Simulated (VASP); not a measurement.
Wanted: the native input for a VASP 6.6.1 run.

- Task: single point
- Functional: PBE
- Potentials or basis: VASP PAW PBE potentials, release 64 (Si, F)
- Cutoff: 520 eV
- k mesh: 14 × 14 × 14
- Occupations: gaussian, width 0.1 eV
- Spin: no spin polarisation
- Dipole correction: no
- Further INCAR settings: ALGO = Normal; EDIFF = 1e-06; NBANDS = 18

The structure of Si3F lies in POSCAR:

```
Si3F
1.0
    0.0000000000      2.9932901184      2.9932901184
    2.9932901184      0.0000000000      2.9932901184
    2.9932901184      2.9932901184      0.0000000000
Si F
3 1
Direct
    0.5000000000      0.5000000000      0.5000000000
    0.7500000000      0.7500000000      0.7500000000
    0.2500000000      0.2500000000      0.2500000000
    0.0000000000      0.0000000000      0.0000000000
```

The cell was generated, and may not be a known phase.

These files were run (other wordings do the same):

INCAR

```
PREC     = Accurate       # precision mode
ENCUT    = 520            # plane-wave cutoff, eV
EDIFF    = 1E-6           # SCF threshold, eV
ISMEAR   = 0              # smearing method
SIGMA    = 0.1            # smearing width, eV
LREAL    = F              # projectors in reciprocal space
LASPH    = T              # aspherical terms in the spheres
NELM     = 100            # most SCF steps
ALGO     = Normal         # electronic algorithm
ISIF     = 2              # what is computed and relaxed
LWAVE    = F              # write WAVECAR
LCHARG   = T              # write CHGCAR
GGA      = PE             # functional
LELF     = T              # ELF
LVHAR    = T            
NBANDS   = 18             # bands
```

KPOINTS

```
regular mesh
0
Gamma
  14 14 14
```

Potentials or basis: VASP PAW PBE potentials, release 64 (Si, F).

Command:

```sh
$ cat potpaw_PBE.64/Si/POTCAR potpaw_PBE.64/F/POTCAR > POTCAR
$ mpirun -np 1 vasp_std > vasp.out
```

It gave:

| Quantity | Value |
| --- | --- |
| Pressure | -0.1 GPa |
| Band gap on the k mesh | zero (an odd number of electrons rules out a gap without spin polarisation) |

Caveat: an odd number of electrons without spin polarisation forces a metal; a magnetic or distorted state may lie lower.

Wall time 28 s on 1 thread of Intel(R) Xeon(R) 6975P-C (Granite Rapids), on a shared host, peak memory 0.22 GiB.
